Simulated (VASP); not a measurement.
# Ge in VASP: further runs, part 2 of 3

VASP 6.6.1. Earlier steps stand in the parts before.

**3. Single point, PBE**

Input file INCAR:

```
PREC = Accurate
ENCUT = 520
EDIFF = 1E-6
ISMEAR = -1
SIGMA = 0.02
LREAL = False
LASPH = True
NELM = 60
ALGO = Normal
ISIF = 2
LWAVE = False
LCHARG = False
LDIPOL = True
IDIPOL = 3
DIPOL = 0.5 0.5 0.500
GGA = PE
NBANDS = 36
```

Input file KPOINTS:

```
Automatic mesh
0
Gamma
  9 9 1
```

Input file POSCAR:

```
Ge
1.0
    4.0736070246      0.0000000000      0.0000000000
   -2.0368035123      3.5278471684      0.0000000000
    0.0000000000      0.0000000000     20.1576000000
Ge
4
Direct
    0.1666666667      0.3333333333      0.3961578051
    0.5000000000      1.0000000000      0.4336302494
    0.5000000000      1.0000000000      0.5663697484
    0.8333333333      0.6666666667      0.6038421977
```

Potentials or basis: VASP PAW PBE potentials, release 64 (Ge_d).

The run is started by

```sh
$ cat potpaw_PBE.64/Ge_d/POTCAR > POTCAR
$ mpirun -np 1 vasp_std > vasp.out
```

OUTCAR:

```text
PREC = Accurate
   ENCUT = 520
   EDIFF = 1E-6
   ISMEAR = -1
   LREAL = False
   LASPH = True
   NELM = 60
   ISIF = 2
   GGA = PE

 ion  position               nearest neighbor table
   1  0.167  0.333  0.396-   2 2.47   2 2.47   2 2.47
   2  0.500  0.000  0.434-   1 2.47   1 2.47   1 2.47   3 2.68
   3  0.500  0.000  0.566-   4 2.47   4 2.47   4 2.47   2 2.68
   4  0.833  0.667  0.604-   3 2.47   3 2.47   3 2.47

  LATTYP: Found a hexagonal cell.
 ALAT       =     4.0736070246
 C/A-ratio  =     4.9483418205

  Lattice vectors:

 A1 = (   4.0736070246,   0.0000000000,   0.0000000000)
 A2 = (  -2.0368035123,   3.5278471684,   0.0000000000)
 A3 = (   0.0000000000,   0.0000000000,  20.1576000000)

Analysis of symmetry for initial positions (statically):
=====================================================================
 Subroutine PRICEL returns:
 Original cell was already a primitive cell.

 Routine SETGRP: Setting up the symmetry group for a
 hexagonal supercell.

 Subroutine GETGRP returns: Found 12 space group operations
 (whereof  4 operations were pure point group operations)
 out of a pool of 24 trial point group operations.

The static configuration has the point symmetry C_2h.
 The point group associated with its full space group is D_3d.

Analysis of symmetry for dynamics (positions and initial velocities):
=====================================================================
 Subroutine PRICEL returns:
 Original cell was already a primitive cell.

 Routine SETGRP: Setting up the symmetry group for a
 hexagonal supercell.

 Subroutine GETGRP returns: Found 12 space group operations
 (whereof  4 operations were pure point group operations)
 out of a pool of 24 trial point group operations.

The dynamic configuration has the point symmetry C_2h.
 The point group associated with its full space group is D_3d.

 Subroutine INISYM returns: Found 12 space group operations
 (whereof  4 operations are pure point group operations),
 and found     1 'primitive' translations

----------------------------------------------------------------------------------------

                                     Primitive cell

  volume of cell :     289.6861

  direct lattice vectors                    reciprocal lattice vectors
     4.073607025  0.000000000  0.000000000     0.245482687  0.141729496  0.000000000
    -2.036803512  3.527847168  0.000000000     0.000000000  0.283458991  0.000000000
     0.000000000  0.000000000 20.157600000     0.000000000  0.000000000  0.049609080

  length of vectors
     4.073607025  4.073607025 20.157600000     0.283458991  0.283458991  0.049609080

  position of ions in fractional coordinates (direct lattice)
     0.166666667  0.333333333  0.396157805
     0.500000000  0.000000000  0.433630249
     0.500000000  0.000000000  0.566369748
     0.833333333  0.666666667  0.603842198

  ion indices of the primitive-cell ions
   primitive index   ion index
                 1           1
                 2           2
                 3           3
                 4           4

----------------------------------------------------------------------------------------

 KPOINTS: Automatic mesh

[... 29 lines left out ...]
  0.111111  0.111111  0.000000      6.000000
  0.222222  0.111111  0.000000     12.000000
  0.333333  0.111111  0.000000     12.000000
  0.444444  0.111111  0.000000      6.000000
  0.222222  0.222222  0.000000      6.000000
  0.333333  0.222222  0.000000     12.000000
  0.333333  0.333333  0.000000      2.000000
   k-points           NKPTS =     12   k-points in BZ     NKDIM =     12   number of bands    NBANDS=     36
   number of dos      NEDOS =    301   number of ions     NIONS =      4
   total plane-waves  NPLWV = 135000
   dimension x,y,z NGX =    30 NGY =   30 NGZ =  150
   dimension x,y,z NGXF=    60 NGYF=   60 NGZF=  300
   ions per type =               4
   NGX,Y,Z   is equivalent  to a cutoff of  12.24, 12.24, 12.37 a.u.
   NGXF,Y,Z  is equivalent  to a cutoff of  24.49, 24.49, 24.74 a.u.
 SYSTEM =  unknown system
   PREC   = accura    normal or accurate (medium, high low for compatibility)
   ISTART =      0    job   : 0-new  1-cont  2-samecut
   ICHARG =      2    charge: 1-file 2-atom 10-const
   ISPIN  =      1    spin polarized calculation?
   LNONCOLLINEAR =      F non collinear calculations
   LSORBIT =      F    spin-orbit coupling
   LASPH  =      T    aspherical Exc in radial PAW
   ENCUT  =  520.0 eV  38.22 Ry    6.18 a.u.   7.57  7.57 37.48*2*pi/ulx,y,z
   NELM   =     60;   NELMIN=  2; NELMDL= -5     # of ELM steps
   EDIFF  = 0.1E-05   stopping-criterion for ELM
   LREAL  =      F    real-space projection
   EDIFFG = 0.1E-04   stopping-criterion for IOM
   NSW    =      0    number of steps for IOM
   IBRION =     -1    ionic relax: 0-MD 1-quasi-New 2-CG
   NFREE  =      0    steps in history (QN), initial steepest desc. (CG)
   ISIF   =      2    stress and relaxation
   ISYM   =      2    0-nonsym 1-usesym 2-fastsym
   POTIM  = 0.5000    time-step for ionic-motion
   TEBEG  =    0.0;   TEEND  =   0.0 temperature during run
   PSTRESS=    0.0 pullay stress
   NELECT =      56.0000    total number of electrons
   NUPDOWN=      -1.0000    fix difference up-down
   EMIN   =  10.00;   EMAX   =-10.00  energy-range for DOS
   EFERMI =   0.00;   METHOD = LEGACY
   ISMEAR =    -1;   SIGMA  =   0.02  broadening in eV -4-tet -1-fermi 0-gaus
   EFERMI_NEDOS =   21; number of points for ismear=-14 and -15
   IALGO  =     38    algorithm
   IMIX   =      4    mixing-type and parameters
     AMIX     =   0.40;   BMIX     =  1.00
     AMIX_MAG =   1.60;   BMIX_MAG =  1.00
  volume/ion in A,a.u.               =      72.42       488.72
  Fermi-wavevector in a.u.,A,eV,Ry     =   0.946589  1.788794 12.191247  0.896031
  Thomas-Fermi vector in A             =   2.074602
   LORBIT       =      0    0 simple, 1 ext, 2 COOP (PROOUT), +10 PAW based schemes
   GGA     = PE    functional components
   LHFCALC =     F    Hartree Fock is set to
   AEXX    =    0.0000 exact exchange contribution
   IVDW    =     0    specifies the selected vdW correction
   LEPSILON=     F    determine dielectric tensor
   LRPA    =     F    only Hartree local field effects (RPA)
 non-spin polarized calculation
  energy-cutoff  :      520.00
  volume of cell :      289.69
 maximum number of plane-waves:      7833
   NGX = 15   NGY = 15   NGZ = 75

 number of electron      55.9999936 magnetization

 dipolmoment           0.000000      0.000000      0.000000 electrons x Angstroem

 Free energy of the ion-electron system (eV)
  ---------------------------------------------------
  ext. energy  EPLUGINS =         0.00000000
  ---------------------------------------------------
  free energy    TOTEN  =       -16.58789819 eV

  energy without entropy =      -16.58622453  energy(sigma->0) =      -16.58706136

 E-fermi :  -1.7618     XC(G=0):  -3.9063

 val. band max:       -1.7655429207   @ k =   0.3333   0.3333   0.0000
 cond. band min:      -1.4492449210   @ k =   0.3333   0.2222   0.0000
 fundamental gap:      0.3162979997
 Fermi energy:        -1.7617981321

 k-point     1 :       0.0000    0.0000    0.0000
  band No.  band energies     occupation
      1     -26.1374      2.00000
      2     -26.1282      2.00000
      3     -26.1282      2.00000
      4     -26.1140      2.00000
      5     -26.1140      2.00000
      6     -26.0744      2.00000
[... 457 lines left out ...]
     35       4.4275      0.00000
     36       4.8399      0.00000

------------------------ aborting loop because EDIFF is reached ----------------------------------------

 vacuum level on the upper side and lower side of the slab       (xc-potential included)        -0.107        -0.107

  FORCE on cell =-STRESS in cart. coord.  units (eV):
  Direction    XX          YY          ZZ          XY          YZ          ZX
  --------------------------------------------------------------------------------------
  -------------------------------------------------------------------------------------
  Total       -0.3678950     -0.3678950     -0.0005086      0.0000000     -0.0000000      0.0000000
  in kB       -2.0347299     -2.0347299     -0.0028129      0.0000000     -0.0000000      0.0000000
  external PRESSURE =      -1.3574242 kB  Pullay stress =       0.0000000 kB

 VOLUME and BASIS-vectors are now :
 -----------------------------------------------------------------------------
  energy-cutoff  :      520.00
  volume of cell :      289.69
      direct lattice vectors                 reciprocal lattice vectors
     4.073607025  0.000000000  0.000000000     0.245482687  0.141729496  0.000000000
    -2.036803512  3.527847168  0.000000000     0.000000000  0.283458991  0.000000000
     0.000000000  0.000000000 20.157600000     0.000000000  0.000000000  0.049609080

 POSITION                                       TOTAL-FORCE (eV/Angst)
 -----------------------------------------------------------------------------------
      0.00000      1.17595      7.98559        -0.000000      0.000000     -0.007822
      2.03680      0.00000      8.74095         0.000000      0.000000      0.001013
      2.03680      0.00000     11.41665         0.000000     -0.000000     -0.001013
      2.03680      2.35190     12.17201        -0.000000      0.000000      0.007822
 -----------------------------------------------------------------------------------
    total drift:                               -0.000000      0.000000      0.000073

  FREE ENERGIE OF THE ION-ELECTRON SYSTEM (eV)
  ---------------------------------------------------
  free  energy   TOTEN  =       -16.5878981874 eV

  energy  without entropy=      -16.5862245327  energy(sigma->0) =      -16.58706136

 vacuum level on the upper side and lower side of the slab         2.810         2.810
```

OSZICAR:

```text
N       E                     dE             d eps       ncg     rms          rms(c)
DAV:   1     0.478926189753E+03    0.47893E+03   -0.29548E+04  1032   0.255E+03
DAV:   2     0.587704393899E+02   -0.42016E+03   -0.41174E+03  1016   0.647E+02
DAV:   3    -0.132525445123E+02   -0.72023E+02   -0.71637E+02  1244   0.186E+02
DAV:   4    -0.166475788717E+02   -0.33950E+01   -0.33914E+01  1000   0.499E+01
[... 13 lines left out ...]
DAV:  18    -0.165878606744E+02   -0.38331E-04   -0.13388E-06   724   0.159E-02    0.705E-04
DAV:  19    -0.165878869676E+02   -0.26293E-04   -0.14124E-06   716   0.188E-02    0.313E-04
DAV:  20    -0.165878957497E+02   -0.87821E-05   -0.71990E-07   708   0.565E-03    0.160E-04
DAV:  21    -0.165878974530E+02   -0.17033E-05   -0.13210E-07   664   0.232E-03    0.949E-05
DAV:  22    -0.165878981874E+02   -0.73444E-06   -0.50208E-08   640   0.172E-03
   1 F= -.16587898E+02 E0= -.16587061E+02  d E =-.167365E-02
```

stdout:

```text
POSCAR found type information on POSCAR Ge
 POSCAR found :  1 types and       4 ions
 scaLAPACK will be used
 LDA part: xc-table for (Slater+PW92), standard interpolation
 POSCAR, INCAR and KPOINTS ok, starting setup
 FFT: planning ... GRIDC
 FFT: planning ... GRID_SOFT
 FFT: planning ... GRID
 WAVECAR not read
 entering main loop
```

It took 2.4 min on 1 thread of AMD EPYC 7R13 (Zen 3), shared host; peak memory 0.37 GiB.

What came out:

| Item | Value |
| --- | --- |
| Free energy | -16.5879 eV |
| Largest force | 0.008 eV/Å |
| Band gap on the k mesh | zero (filled and empty bands touch) |

Forces on the atoms (eV/Å):
```
Ge   0.000  0.000 -0.008
Ge   0.000  0.000  0.001
Ge   0.000  0.000 -0.001
Ge   0.000  0.000  0.008
```

[end of part 2 of 3]

The gap in the log of VASP goes by the Fermi energy; the results here count the filled bands.